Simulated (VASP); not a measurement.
Set up this calculation in VASP 6.6.1, as the native input.

| Quantity | Value |
| --- | --- |
| Task | single point |
| Functional | PBEsol |
| Dispersion | D4 |
| Potentials or basis | VASP PAW PBE potentials, release 64 (Ir) |
| Cutoff | 520 eV |
| k mesh | 12 × 12 × 12 |
| Occupations | fermi-dirac, width 0.05 eV |
| Spin | no spin polarisation |
| Dipole correction | no |
| Further INCAR settings | ALGO = Normal; EDIFF = 1e-07; NBANDS = 10 |

The structure of Ir lies in POSCAR:

```
Ir
1.0
    0.0000000000      1.9055342735      1.9055342735
    1.9055342735      0.0000000000      1.9055342735
    1.9055342735      1.9055342735      0.0000000000
Ir
1
Direct
    0.0000000000      0.0000000000      0.0000000000
```

The input as run:

INCAR

```
SYSTEM = Ir
  PREC = Accurate
  ENCUT = 520
  EDIFF = 1E-7
  ISMEAR = -1
  SIGMA = 0.05
  LREAL = .FALSE.
  LASPH = .TRUE.
  NELM = 100
  ALGO = Normal
  ISIF = 2
  LWAVE = .FALSE.
  LCHARG = .TRUE.
  GGA = PS
  IVDW = 13
  LELF = .TRUE.
  LVHAR = .TRUE.
  NBANDS = 10
```

KPOINTS

```
regular mesh
0
G
  12 12 12
  0 0 0
```

Potentials or basis: VASP PAW PBE potentials, release 64 (Ir).

Run with:

```bash
$ cat potpaw_PBE.64/Ir/POTCAR > POTCAR
$ mpirun -np 1 vasp_std > vasp.out
```

Results of the run:

* Pressure: 1.2 GPa
* Dispersion energy per atom: -0.549 eV

Caveat: the PAW data sets were made with another functional, which shifts forces and pressure a little; pairwise dispersion overbinds metals, which lowers pressure and volume.

Run time: 13 s on 1 thread of Intel(R) Xeon(R) Platinum 8259CL CPU @ 2.50GHz (Skylake/Cascade Lake) (shared host), peak memory 0.13 GiB.
